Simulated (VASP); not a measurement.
Lu2SiF2:

```
Lu Si F
1.0
     3.89039    0.00000    0.00000
    -1.94519    3.36917    0.00000
     0.00000    0.00000    6.39410
Lu Si F
2 1 2
Direct
  0.66667 0.33333 0.36159
  0.33333 0.66667 0.63841
  0.00000 0.00000 0.00000
  0.66667 0.33333 0.75297
  0.33333 0.66667 0.24703
```

The cell was built from a structure type or drawn by symmetry, and may not be a known phase.

| Quantity | Value |
| --- | --- |
| Program | VASP 6.6.1 |
| Task | relaxation of cell and atoms |
| Functional | PBE |
| Potentials or basis | VASP PAW PBE potentials, release 64 (Lu, Si, F) |
| Cutoff | 600 eV |
| k mesh | 6 × 6 × 4 |
| Occupations | gaussian, width 0.1 eV |
| Spin | no spin polarisation |

At the start: pressure 7.8 GPa; volume 16.76 Å³/atom.

Task: Where does the relaxation end?

Result: Over 30 steps the energy falls by 1400.3 meV/atom and the volume is 18.07 Å³/atom (+7.8 %); space group P-3m1 (No. 164, to 0.1 Å) before and after.

The path:
```
step  energy change (eV)  largest force (eV/Å)  pressure (GPa)  volume (Å³)
   1              0.0000                5.1160            7.79        83.81
   2             -2.5038                2.5800           -2.51        94.09
   3             -3.6683                1.8274           -9.25       108.71
   4             -3.9764                1.8665          -10.91       116.42
   5             -5.9319                1.3824            2.92        94.85
   6             -5.9323                1.3892            2.55        95.10
   7             -6.2500                0.9632            1.28        96.16
   8             -6.3002                1.3275            0.73        96.67
   9             -6.4246                0.1718           -2.88        98.56
  10             -6.4252                0.1712           -2.79        98.43
  11             -6.4872                0.4515            0.33        92.84
  12             -6.4873                0.4475            0.35        92.91
  13             -6.5312                0.4218            0.54        91.68
  14             -6.6678                0.4672            2.05        87.97
  15             -6.6622                0.6522           10.91        80.56
  16             -6.7229                0.6468            3.51        85.90
  17             -6.7735                0.6768            5.63        83.23
  18             -6.7865                0.6220            6.07        83.22
  19             -6.8151                0.4133            6.19        83.20
  20             -6.8007                0.6251            7.24        83.13
  21             -6.8231                0.2609            6.45        83.18
  22             -6.8484                0.2538            5.63        83.79
  23             -6.9073                0.2310            3.50        85.63
  24             -6.9542                0.2765           -0.13        89.39
  25             -6.9542                0.2923           -0.44        89.61
  26             -6.9627                0.2660           -0.38        89.72
  27             -6.9831                0.1856           -0.14        90.04
  28             -7.0011                0.0282           -0.26        90.64
  29             -7.0012                0.0282           -0.32        90.66
  30             -7.0014                0.0327            0.01        90.36
```

Final structure:
```
Lu Si F
1.0
     4.03626    0.00000    0.00000
    -2.01813    3.49551    0.00000
     0.00000    0.00000    6.40435
Lu Si F
2 1 2
Cartesian
  2.0181 1.1652 1.5364
  0.0000 2.3303 4.8679
  0.0000 0.0000 0.0000
  2.0181 1.1652 3.8212
  0.0000 2.3303 2.5832
```
